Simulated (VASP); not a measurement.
# Hf2SiBr (P6/mmm) in VASP: a series of runs, part 2 of 2

VASP 6.6.1.

### 4 Relaxation of cell and atoms, PBE

This run uses another cell than the first one, of 25.02 Å³/atom.

INCAR

```
SYSTEM = Hf2SiBr
PREC = Accurate ; ENCUT = 600
EDIFF = 1E-6 ; ISMEAR = 0
SIGMA = 0.1 ; LREAL = .False.
LASPH = .True. ; NELM = 80
ALGO = Normal ; ISIF = 3
LWAVE = .False. ; LCHARG = .False.
GGA = PE ; IBRION = 2
NSW = 90 ; EDIFFG = -0.04
```

KPOINTS

```
regular mesh
0
Gamma
  6 6 4
  0 0 0
```

POSCAR

```
Hf2SiBr
1.0
    3.9952188900      0.0000000000      0.0000000000
   -1.9976094500      3.4599610600      0.0000000000
    0.0000000000      0.0000000000      7.2389767400
Hf Si Br
2 1 1
Direct
    0.0000000000      0.0000000000      0.2459194600
    0.0000000000      0.0000000000      0.7540805400
    0.0000000000      0.0000000000      0.0000000000
    0.0000000000      0.0000000000      0.5000000000
```

Command:

```sh
cat potpaw_PBE.64/Hf_pv/POTCAR potpaw_PBE.64/Si/POTCAR potpaw_PBE.64/Br/POTCAR > POTCAR
mpirun -np 1 vasp_std > vasp.out
```

It took 13 min on 1 thread of Intel Xeon Platinum 8488C (Sapphire Rapids), shared host; peak memory 0.29 GiB.

It converged, with:

- Free energy: -25.6540 eV
- Relaxed volume: 23.66 Å³/atom
- Relaxed cell: a = 3.224 Å, b = 3.224 Å, c = 10.512 Å, α = 90.00°, β = 90.00°, γ = 120.00°
- Space group after relaxing (to 0.1 Å): P6/mmm (No. 191)
- Energy gained by relaxing: 7262.9 meV/atom
- Ionic steps: 26
- Pressure after relaxing: 0.1 GPa
- Largest force after relaxing: 0.029 eV/Å
- Band gap on the k mesh: zero (an odd number of electrons rules out a gap without spin polarisation)

Forces on the atoms (eV/Å):
```
Hf   0.000  0.000  0.029
Hf   0.000  0.000 -0.029
Si   0.000  0.000  0.000
Br   0.000  0.000  0.000
```

Stress tensor (GPa, compression positive):
```
 0.12  0.00  0.00
 0.00  0.12  0.00
 0.00  0.00 -0.07
```

The path:
| step | energy change (eV) | largest force (eV/Å) | pressure (GPa) | volume (Å³) |
| --- | --- | --- | --- | --- |
| 1 | 0.0000 | 7.4974 | 91.84 | 100.07 |
| 2 | -2.6220 | 0.2429 | -23.83 | 282.78 |
| 3 | -23.0274 | 0.8442 | -10.83 | 184.21 |
| 4 | -23.5107 | 0.5250 | -10.47 | 178.33 |
| 5 | -23.9782 | 7.5029 | 4.15 | 140.19 |
| 6 | -24.5233 | 1.1375 | -8.26 | 163.76 |
| 7 | -24.6965 | 4.8311 | -1.69 | 147.89 |
| 8 | -24.8166 | 2.7610 | -5.72 | 155.76 |
| 9 | -24.8342 | 3.1519 | -5.03 | 154.11 |
| 10 | -24.8345 | 3.4124 | -4.55 | 153.07 |
| 11 | -26.6436 | 1.5572 | -8.82 | 133.21 |
| 12 | -27.7364 | 0.3201 | -9.38 | 114.42 |
| 13 | -26.1015 | 0.0578 | 15.29 | 80.15 |
| 14 | -27.8837 | 0.0273 | -8.15 | 107.74 |
| 15 | -28.4151 | 0.7349 | 8.51 | 83.10 |
| 16 | -28.5223 | 0.5594 | 2.15 | 89.25 |
| 17 | -28.8759 | 1.1179 | 4.89 | 89.42 |
| 18 | -28.8705 | 1.1684 | 5.67 | 89.39 |
| 19 | -28.8801 | 1.1627 | 5.19 | 89.41 |
| 20 | -29.0132 | 0.2229 | -0.53 | 97.04 |
| 21 | -29.0192 | 0.3891 | 0.36 | 95.62 |
| 22 | -29.0365 | 0.2397 | -1.18 | 95.95 |
| 23 | -29.0420 | 0.2790 | -0.70 | 95.84 |
| 24 | -29.0491 | 0.1671 | -0.07 | 94.89 |
| 25 | -29.0504 | 0.0982 | 0.33 | 94.31 |
| 26 | -29.0515 | 0.0291 | 0.06 | 94.64 |

Final structure:
```
Hf Si Br
1.0
     3.22429    0.00000    0.00000
    -1.61214    2.79231    0.00000
     0.00000    0.00000   10.51225
Hf Si Br
2 1 1
Cartesian
  0.0000 0.0000 2.6720
  0.0000 0.0000 7.8402
  0.0000 0.0000 0.0000
  0.0000 0.0000 5.2561
```

Levels at points of the mesh, in eV from the Fermi level:
```csv
k point,band 13,band 14,band 15,band 16,band 17,band 18,band 19
"(0.00, 0.00, 0.00)",-0.88,-0.88,1.52,1.52,1.55,1.55,2.13
"(0.50, 0.00, 0.00)",-1.99,-1.95,-1.10,-0.43,0.93,1.53,2.19
"(0.00, 0.00, 0.50)",-0.88,-0.88,1.53,1.53,1.54,1.54,3.18
"(0.50, 0.00, 0.50)",-2.12,-1.86,-0.87,-0.41,-0.27,1.88,2.35
```

Caveat: a cell axis changed by over 15 % at a fixed basis, so the end point is rough; spin-orbit coupling is left out, which moves the levels of the heavy elements; an odd number of electrons without spin polarisation forces a metal; a magnetic or distorted state may lie lower.

### 5 Single point, PBE

This run uses another cell than the first one, of 23.66 Å³/atom.

INCAR

```
SYSTEM = Hf2SiBr
  ALGO = Normal
  EDIFF = 1E-6
  ENCUT = 520
  GGA = PE
  ISIF = 2
  ISMEAR = 0
  LASPH = .True.
  LCHARG = .True.
  LELF = .True.
  LREAL = .False.
  LVHAR = .True.
  LWAVE = .False.
  NBANDS = 24
  NELM = 60
  PREC = Accurate
  SIGMA = 0.1
```

KPOINTS

```
k-points
0
Gamma
  18 18 6
  0 0 0
```

POSCAR

```
Hf2SiBr
1.0
    3.2251256578      0.0000000000      0.0000000000
   -1.6125628289      2.7930407501      0.0000000000
    0.0000000000      0.0000000000     10.5080878535
Hf Si Br
2 1 1
Direct
    0.0000000000      0.0000000000      0.2541932231
    0.0000000000      0.0000000000      0.7458067769
    0.0000000000      0.0000000000      0.0000000000
    0.0000000000      0.0000000000      0.5000000000
```

Command:

```sh
cat potpaw_PBE.64/Hf_pv/POTCAR potpaw_PBE.64/Si/POTCAR potpaw_PBE.64/Br/POTCAR > POTCAR
mpirun -np 1 vasp_std > vasp.out
```

Wall time 3.3 min (1 thread of Intel Xeon Platinum 8488C (Sapphire Rapids), shared host); peak memory 0.45 GiB.

It converged, with:

| Item | Value |
| --- | --- |
| Free energy | -25.7302 eV |
| Pressure | -0.2 GPa |
| Largest force | 0.030 eV/Å |
| Band gap on the k mesh | zero (an odd number of electrons rules out a gap without spin polarisation) |

Forces on the atoms (eV/Å):
```
Hf   0.000  0.000  0.030
Hf   0.000  0.000 -0.030
Si   0.000  0.000  0.000
Br   0.000  0.000  0.000
```

Stress tensor (GPa, compression positive):
```
-0.13  0.00  0.00
 0.00 -0.13  0.00
 0.00  0.00 -0.36
```

Levels at points of the mesh, in eV from the Fermi level:
```tsv
k point	band 12	band 13	band 14	band 15	band 16	band 17	band 18	band 19	band 20	band 21
(0.00, 0.00, 0.00)	-2.29	-0.92	-0.92	1.49	1.49	1.51	1.51	2.12	3.55	3.55
(0.50, 0.00, 0.00)	-2.16	-2.02	-1.98	-1.11	-0.42	0.91	1.51	2.20	2.59	3.04
(0.00, 0.00, 0.50)	-2.32	-0.92	-0.92	1.50	1.50	1.50	1.50	3.16	3.23	3.23
(0.50, 0.00, 0.50)	-2.36	-2.16	-1.89	-0.87	-0.40	-0.29	1.88	2.32	2.80	3.24
```

Caveat: spin-orbit coupling is left out, which moves the levels of the heavy elements; an odd number of electrons without spin polarisation forces a metal; a magnetic or distorted state may lie lower.

### 6 The runs side by side

```csv
task,cell,k mesh,cutoff (eV),gap on the mesh (eV),pressure (GPa),largest force (eV/Å)
single point,"a = 3.229, b = 3.229, c = 10.521 Å, angles 90.0, 90.0, 120.0°, 4 atoms, atomic positions A",6 × 6 × 4,520,none,-0.2,0.03
single point,"a = 3.995, b = 3.995, c = 7.239 Å, angles 90.0, 90.0, 120.0°, 4 atoms, atomic positions B",6 × 6 × 4,520,none,91.8,7.50
relaxation of cell and atoms,"relaxed from a = 3.995, b = 3.995, c = 7.239 Å, angles 90.0, 90.0, 120.0°, 4 atoms, atomic positions B",6 × 6 × 4,600,none,0.1,0.03
single point,"a = 3.225, b = 3.225, c = 10.508 Å, angles 90.0, 90.0, 120.0°, 4 atoms, atomic positions A",18 × 18 × 6,520,none,-0.2,0.03
```

Alike in all rows: level PBE; potentials or basis VASP PAW PBE potentials, release 64 (Hf_pv, Si, Br); no spin polarisation; smearing gaussian 0.1 eV.

Caveats: some runs use coarse meshes; spin-orbit coupling is left out, which moves the levels of the heavy elements; an odd number of electrons without spin polarisation forces a metal; a magnetic or distorted state may lie lower; atoms lie so close that the PAW spheres overlap strongly, which falsifies energies and pressures (at least some runs); the cell stands under pressure (at least some runs); a cell axis changed by over 15 % at a fixed basis, so the end point is rough (at least some runs).

Total energies depend on the potentials used, so only differences within one code and one set of settings carry meaning.
